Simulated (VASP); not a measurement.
# Y (Pm-3m) in VASP: a series of runs

The runs below take Y through relaxation of cell and atoms, with r2SCAN.

All numbers are computed with VASP 6.6.1; they aren't measurements. Logs are shortened: lines on timing, memory, paths and dates and some standing lists are left out, and cuts for length are marked.

**1. The cell of the first run**

It takes space group Pm-3m (No. 221, cubic). Conventional cell: a = 3.255 Å, b = 3.255 Å, c = 3.255 Å, α = 90.00°, β = 90.00°, γ = 90.00°. Within 4.3 Å of Y (site symmetry m-3m) lie 6 Y at 3.26 Å.

This isn't the form of Y at room conditions, which is hcp.

**2. Relaxation of cell and atoms, r2SCAN**

POSCAR reads:

```
Y
1.0
    3.2550620727      0.0000000000      0.0000000000
    0.0000000000      3.2550620727      0.0000000000
    0.0000000000      0.0000000000      3.2550620727
Y
1
Direct
    0.0000000000      0.0000000000      0.0000000000
```

INCAR.step1 reads:

```
PREC = Accurate
ENCUT = 600
ISMEAR = -1
SIGMA = 0.1
LREAL = F
LASPH = T
NELM = 100
GGA = PE
ALGO = Normal
EDIFF = 1E-4
LWAVE = T
LCHARG = F
```

INCAR.step2 reads:

```
PREC = Accurate
ENCUT = 600
EDIFF = 1E-6
ISMEAR = -1
SIGMA = 0.1
LREAL = F
LASPH = T
NELM = 100
ALGO = Normal
ISIF = 3
LWAVE = F
LCHARG = F
METAGGA = R2SCAN
LMIXTAU = T
IBRION = 2
NSW = 80
EDIFFG = -0.01
ISTART = 1
```

KPOINTS reads:

```
regular mesh
0
Gamma
  8 8 8
```

Potentials or basis: VASP PAW PBE potentials, release 64 (Y_sv).

The run is started by

```console
cat potpaw_PBE.64/Y_sv/POTCAR > POTCAR
cp INCAR.step1 INCAR
mpirun -np 1 vasp_std > vasp.out
cp INCAR.step2 INCAR
mpirun -np 1 vasp_std > vasp.out
```

OUTCAR:

```text
PREC = Accurate
   ENCUT = 600
   EDIFF = 1E-6
   ISMEAR = -1
   LREAL = F
   LASPH = T
   NELM = 100
   ISIF = 3
   METAGGA = R2SCAN
   IBRION = 2
   NSW = 80
   EDIFFG = -0.01
   ISTART = 1

 ion  position               nearest neighbor table
   1  0.000  0.000  0.000-

  LATTYP: Found a simple cubic cell.
 ALAT       =     3.2550620727

  Lattice vectors:

 A1 = (   3.2550620727,   0.0000000000,   0.0000000000)
 A2 = (   0.0000000000,   3.2550620727,   0.0000000000)
 A3 = (   0.0000000000,   0.0000000000,   3.2550620727)

Analysis of symmetry for initial positions (statically):
=====================================================================
 Subroutine PRICEL returns:
 Original cell was already a primitive cell.

 Routine SETGRP: Setting up the symmetry group for a
 simple cubic supercell.

 Subroutine GETGRP returns: Found 48 space group operations
 (whereof 48 operations were pure point group operations)
 out of a pool of 48 trial point group operations.

The static configuration has the point symmetry O_h .

Analysis of symmetry for dynamics (positions and initial velocities):
=====================================================================
 Subroutine PRICEL returns:
 Original cell was already a primitive cell.

 Routine SETGRP: Setting up the symmetry group for a
 simple cubic supercell.

 Subroutine GETGRP returns: Found 48 space group operations
 (whereof 48 operations were pure point group operations)
 out of a pool of 48 trial point group operations.

The dynamic configuration has the point symmetry O_h .

 Subroutine INISYM returns: Found 48 space group operations
 (whereof 48 operations are pure point group operations),
 and found     1 'primitive' translations

----------------------------------------------------------------------------------------

                                     Primitive cell

  volume of cell :      34.4888

  direct lattice vectors                    reciprocal lattice vectors
     3.255062073  0.000000000  0.000000000     0.307213804  0.000000000  0.000000000
     0.000000000  3.255062073  0.000000000     0.000000000  0.307213804  0.000000000
     0.000000000  0.000000000  3.255062073     0.000000000  0.000000000  0.307213804

  length of vectors
     3.255062073  3.255062073  3.255062073     0.307213804  0.307213804  0.307213804

  position of ions in fractional coordinates (direct lattice)
     0.000000000  0.000000000  0.000000000

  ion indices of the primitive-cell ions
   primitive index   ion index
                 1           1

----------------------------------------------------------------------------------------

 KPOINTS: regular mesh

Automatic generation of k-mesh.
 Grid dimensions read from file:
 generate k-points for:    8    8    8

 Generating k-lattice:

  Cartesian coordinates                     Fractional coordinates (reciprocal lattice)
     0.038401725  0.000000000  0.000000000     0.125000000  0.000000000  0.000000000
     0.000000000  0.038401725  0.000000000     0.000000000  0.125000000  0.000000000
     0.000000000  0.000000000  0.038401725     0.000000000  0.000000000  0.125000000

  Length of vectors
     0.038401725  0.038401725  0.038401725

  Shift w.r.t. Gamma in fractional coordinates (k-lattice)
     0.000000000  0.000000000  0.000000000

 Subroutine IBZKPT returns following result:
 ===========================================

 Found     35 irreducible k-points:
[... 46 lines left out ...]
   EDIFF  = 0.1E-05   stopping-criterion for ELM
   LREAL  =      F    real-space projection
   EDIFFG = -.1E-01   stopping-criterion for IOM
   NSW    =     80    number of steps for IOM
   IBRION =      2    ionic relax: 0-MD 1-quasi-New 2-CG
   NFREE  =      1    steps in history (QN), initial steepest desc. (CG)
   ISIF   =      3    stress and relaxation
   ISYM   =      2    0-nonsym 1-usesym 2-fastsym
   POTIM  = 0.5000    time-step for ionic-motion
   TEBEG  =    0.0;   TEEND  =   0.0 temperature during run
   PSTRESS=    0.0 pullay stress
   NELECT =      11.0000    total number of electrons
   NUPDOWN=      -1.0000    fix difference up-down
   EMIN   =  10.00;   EMAX   =-10.00  energy-range for DOS
   EFERMI =   0.00;   METHOD = LEGACY
   ISMEAR =    -1;   SIGMA  =   0.10  broadening in eV -4-tet -1-fermi 0-gaus
   EFERMI_NEDOS =   21; number of points for ismear=-14 and -15
   IALGO  =     38    algorithm
   IMIX   =      4    mixing-type and parameters
     AMIX     =   0.40;   BMIX     =  1.00
     AMIX_MAG =   1.60;   BMIX_MAG =  1.00
  volume/ion in A,a.u.               =      34.49       232.74
  Fermi-wavevector in a.u.,A,eV,Ry     =   1.118527  2.113709 17.022283  1.251103
  Thomas-Fermi vector in A             =   2.255159
   LORBIT       =      0    0 simple, 1 ext, 2 COOP (PROOUT), +10 PAW based schemes
   METAGGA = R2SCAN    functional components
   LHFCALC =     F    Hartree Fock is set to
   AEXX    =    0.0000 exact exchange contribution
   IVDW    =     0    specifies the selected vdW correction
   LEPSILON=     F    determine dielectric tensor
   LRPA    =     F    only Hartree local field effects (RPA)
 conjugate gradient relaxation of ions
 non-spin polarized calculation
  energy-cutoff  :      600.00
  volume of cell :       34.49
 maximum number of plane-waves:      1189
 NGX is ok and might be reduce to    28
   NGX = 13   NGY = 13   NGZ = 13

--------------------------------------- Ionic step        1  -------------------------------------------

 number of electron      11.0000000 magnetization

 Free energy of the ion-electron system (eV)
  ---------------------------------------------------
  ext. energy  EPLUGINS =         0.00000000
  ---------------------------------------------------
  free energy    TOTEN  =       -19.45092419 eV

  energy without entropy =      -19.37611903  energy(sigma->0) =      -19.41352161

------------------------ aborting loop because EDIFF is reached ----------------------------------------

  FORCE on cell =-STRESS in cart. coord.  units (eV):
  Direction    XX          YY          ZZ          XY          YZ          ZX
  --------------------------------------------------------------------------------------
  -------------------------------------------------------------------------------------
  Total        0.0267589      0.0267589      0.0267589      0.0000000      0.0000000     -0.0000000
  in kB        1.2430858      1.2430858      1.2430858      0.0000000      0.0000000     -0.0000000
  external PRESSURE =       1.2430858 kB  Pullay stress =       0.0000000 kB

 VOLUME and BASIS-vectors are now :
 -----------------------------------------------------------------------------
  energy-cutoff  :      600.00
  volume of cell :       34.49
      direct lattice vectors                 reciprocal lattice vectors
     3.255062073  0.000000000  0.000000000     0.307213804  0.000000000  0.000000000
     0.000000000  3.255062073  0.000000000     0.000000000  0.307213804  0.000000000
     0.000000000  0.000000000  3.255062073     0.000000000  0.000000000  0.307213804

 POSITION                                       TOTAL-FORCE (eV/Angst)
 -----------------------------------------------------------------------------------
      0.00000      0.00000      0.00000         0.000000      0.000000      0.000000
 -----------------------------------------------------------------------------------
    total drift:                               -0.000000      0.000000     -0.000000

  FREE ENERGIE OF THE ION-ELECTRON SYSTEM (eV)
  ---------------------------------------------------
  free  energy   TOTEN  =       -19.4509241883 eV

  energy  without entropy=      -19.3761190277  energy(sigma->0) =      -19.41352161

--------------------------------------- Ionic step        2  -------------------------------------------

 number of electron      11.0000000 magnetization

 Free energy of the ion-electron system (eV)
  ---------------------------------------------------
  ext. energy  EPLUGINS =         0.00000000
  ---------------------------------------------------
  free energy    TOTEN  =       -19.45095340 eV

  energy without entropy =      -19.37576819  energy(sigma->0) =      -19.41336080

 E-fermi :   2.9108     XC(G=0):  -9.8037

 val. band max:        2.9038864135   @ k =   0.3750   0.1250   0.0000
 cond. band min:       2.9211782840   @ k =   0.5000   0.3750   0.0000
 fundamental gap:      0.0172918704
 Fermi energy:         2.9108111831

 k-point     1 :       0.0000    0.0000    0.0000
  band No.  band energies     occupation
      1     -41.7665      2.00000
      2     -20.7545      2.00000
      3     -20.7545      2.00000
      4     -20.7545      2.00000
      5      -1.8984      2.00000
      6       2.3141      1.99489
      7       2.3141      1.99489
      8       8.3555      0.00000
      9       8.3555      0.00000
[... 265 lines left out ...]
 k-point    24 :       0.5000    0.3750    0.1250
  band No.  band energies     occupation
      1     -41.6256      2.00000
      2     -21.3767      2.00000
      3     -21.2657      2.00000
      4     -20.7358      2.00000
      5       1.1955      2.00000
      6       3.3913      0.01624
      7       4.6774      0.00000
      8       4.9846      0.00000
      9       7.0757      0.00000

 [... further k-points ...]

------------------------ aborting loop because EDIFF is reached ----------------------------------------

  FORCE on cell =-STRESS in cart. coord.  units (eV):
  Direction    XX          YY          ZZ          XY          YZ          ZX
  --------------------------------------------------------------------------------------
  -------------------------------------------------------------------------------------
  Total       -0.0053509     -0.0053509     -0.0053509     -0.0000000     -0.0000000      0.0000000
  in kB       -0.2476159     -0.2476159     -0.2476159     -0.0000000     -0.0000000      0.0000000
  external PRESSURE =      -0.2476159 kB  Pullay stress =       0.0000000 kB

 VOLUME and BASIS-vectors are now :
 -----------------------------------------------------------------------------
  energy-cutoff  :      600.00
  volume of cell :       34.62
      direct lattice vectors                 reciprocal lattice vectors
     3.259264100  0.000000000 -0.000000000     0.306817726 -0.000000000  0.000000000
     0.000000000  3.259264100  0.000000000    -0.000000000  0.306817726 -0.000000000
    -0.000000000  0.000000000  3.259264100     0.000000000 -0.000000000  0.306817726

 POSITION                                       TOTAL-FORCE (eV/Angst)
 -----------------------------------------------------------------------------------
      0.00000      0.00000      0.00000         0.000000     -0.000000      0.000000
 -----------------------------------------------------------------------------------
    total drift:                               -0.000000      0.000000     -0.000000

  FREE ENERGIE OF THE ION-ELECTRON SYSTEM (eV)
  ---------------------------------------------------
  free  energy   TOTEN  =       -19.4509534022 eV

  energy  without entropy=      -19.3757681883  energy(sigma->0) =      -19.41336080

 reached required accuracy - stopping structural energy minimisation
```

It took 2.8 min on 1 thread of Intel Xeon 8259CL, shared host; peak memory 0.19 GiB.

Results:

```
Free energy                           : -19.4510 eV
Relaxed volume                        : 34.62 Å³/atom
Relaxed cell                          : a = 3.259 Å, b = 3.259 Å, c = 3.259 Å, α = 90.00°, β = 90.00°, γ = 90.00°
Space group after relaxing (to 0.1 Å) : Pm-3m (No. 221)
Energy gained by relaxing             : 0.0 meV/atom
Ionic steps                           : 2
Pressure after relaxing               : 0.0 GPa
Band gap on the k mesh                : zero (an odd number of electrons rules out a gap without spin polarisation)
```

Final structure:
```
Y
1.0
     3.25926    0.00000    0.00000
     0.00000    3.25926    0.00000
     0.00000    0.00000    3.25926
Y
1
Direct
  0.00000 0.00000 0.00000
```

Caveat: the PAW data sets were made with another functional, which shifts forces and pressure a little.

**3. Relaxation of cell and atoms, r2SCAN**

This run uses another cell than the first one, of 36.26 Å³/atom.

POSCAR reads:

```
Y
1.0
    3.3100000000      0.0000000000      0.0000000000
    0.0000000000      3.3100000000      0.0000000000
    0.0000000000      0.0000000000      3.3100000000
Y
1
Direct
    0.0000000000      0.0000000000      0.0000000000
```

INCAR.step1 reads:

```
PREC     = Accurate       # precision mode
ENCUT    = 600            # plane-wave cutoff, eV
ISMEAR   = -1             # smearing method
SIGMA    = 0.1            # smearing width, eV
LREAL    = False          # projectors in reciprocal space
LASPH    = True           # aspherical terms in the spheres
NELM     = 60             # most SCF steps
GGA      = PE             # functional
ALGO     = Normal         # electronic algorithm
EDIFF    = 1E-4           # SCF threshold, eV
LWAVE    = True           # write WAVECAR
LCHARG   = False          # write CHGCAR
```

INCAR.step2 reads:

```
PREC     = Accurate       # precision mode
ENCUT    = 600            # plane-wave cutoff, eV
EDIFF    = 1E-7           # SCF threshold, eV
ISMEAR   = -1             # smearing method
SIGMA    = 0.1            # smearing width, eV
LREAL    = False          # projectors in reciprocal space
LASPH    = True           # aspherical terms in the spheres
NELM     = 60             # most SCF steps
ALGO     = Normal         # electronic algorithm
ISIF     = 3              # what is computed and relaxed
LWAVE    = False          # write WAVECAR
LCHARG   = False          # write CHGCAR
METAGGA  = R2SCAN         # meta-GGA
LMIXTAU  = True         
IBRION   = 2              # ionic algorithm
NSW      = 80             # ionic steps
EDIFFG   = -0.01          # ionic threshold
ISTART   = 1
```

KPOINTS is that of step 2.

Potentials or basis: VASP PAW PBE potentials, release 64 (Y_sv).

The run is started by

```console
cat potpaw_PBE.64/Y_sv/POTCAR > POTCAR
cp INCAR.step1 INCAR
mpirun -np 1 vasp_std > vasp.out
cp INCAR.step2 INCAR
mpirun -np 1 vasp_std > vasp.out
```

Wall time 6.8 min (1 thread of Intel Xeon 8259CL, shared host); peak memory 0.19 GiB.

It converged, with:

```yaml
Free_energy: -19.4511 eV
Relaxed_volume: 34.61 Å³/atom
Relaxed_cell: a = 3.259 Å, b = 3.259 Å, c = 3.259 Å, α = 90.00°, β = 90.00°, γ = 90.00°
Space_group_after_relaxing_to_0.1_Å: Pm-3m (No. 221)
Energy_gained_by_relaxing: 6.1 meV/atom
Ionic_steps: 4
Pressure_after_relaxing: 0.0 GPa
Band_gap_on_the_k_mesh: zero (an odd number of electrons rules out a gap without spin polarisation)
```

The path:
| step | energy change (eV) | largest force (eV/Å) | pressure (GPa) | volume (Å³) |
| --- | --- | --- | --- | --- |
| 1 | 0.0000 | 0.0000 | -1.10 | 36.26 |
| 2 | -0.0058 | 0.0000 | -0.26 | 34.97 |
| 3 | -0.0061 | 0.0000 | -0.05 | 34.68 |
| 4 | -0.0061 | 0.0000 | 0.00 | 34.61 |

Final structure:
```xyz
1
Lattice="3.2587 0.0000 0.0000 0.0000 3.2587 0.0000 0.0000 0.0000 3.2587" Properties=species:S:1:pos:R:3 pbc="T T T"
Y     0.0000    0.0000    0.0000
```

Levels at points of the mesh, in eV from the Fermi level:
```
           k point  band 3  band 4  band 5  band 6  band 7  band 8  band 9
(0.00, 0.00, 0.00)  -23.66  -23.66   -4.81   -0.60   -0.60    5.45    5.45
(0.50, 0.00, 0.00)  -23.60  -23.60   -1.79   -0.34    0.17    2.89    2.89
(0.50, 0.50, 0.00)  -24.29  -23.54   -2.08    0.28    3.47    3.47    3.54
(0.50, 0.50, 0.50)  -24.19  -24.19   -0.68   -0.68   -0.68    5.63    7.07
```

Caveat: the PAW data sets were made with another functional, which shifts forces and pressure a little.
